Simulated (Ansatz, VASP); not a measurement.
## Na in VASP and in Ansatz

```
Na
1.0
     3.22422   -1.88067   -0.04017
     3.22422    1.88067   -0.04017
    -2.31088    0.00000    9.18509
Na
3
Direct
  0.00000 0.00000 0.00000
  0.22551 0.22551 0.66669
  0.77449 0.77449 0.33331
```

Alike in both runs: functional PBE; k mesh 14 × 14 × 6; occupations gaussian, width 0.1 eV; no spin polarisation.

Ansatz relaxed the structure, and its values are those at the end. VASP's run is a single point on that final structure, the one shown.

```csv
,VASP,Ansatz
version,VASP 6.6.1,Ansatz 0.2.0
potentials or method,"VASP PAW PBE potentials, release 64 (Na_pv), cutoff 520 eV","scalar-relativistic, plane waves, PAW"
valence electrons in the cell,21,27
```

|  | VASP | Ansatz | Ansatz less VASP |
| --- | --- | --- | --- |
| gap on the k mesh at the Fermi level (eV) | none | none | - |
| pressure (GPa) | 0.0 | 0.0 | -0.01 |

A gap of «none» marks a metal or a gap that the smearing closes. VASP's potentials hold 21 valence electrons a cell and Ansatz's 27, so a difference there can come from the potentials and not from the codes.
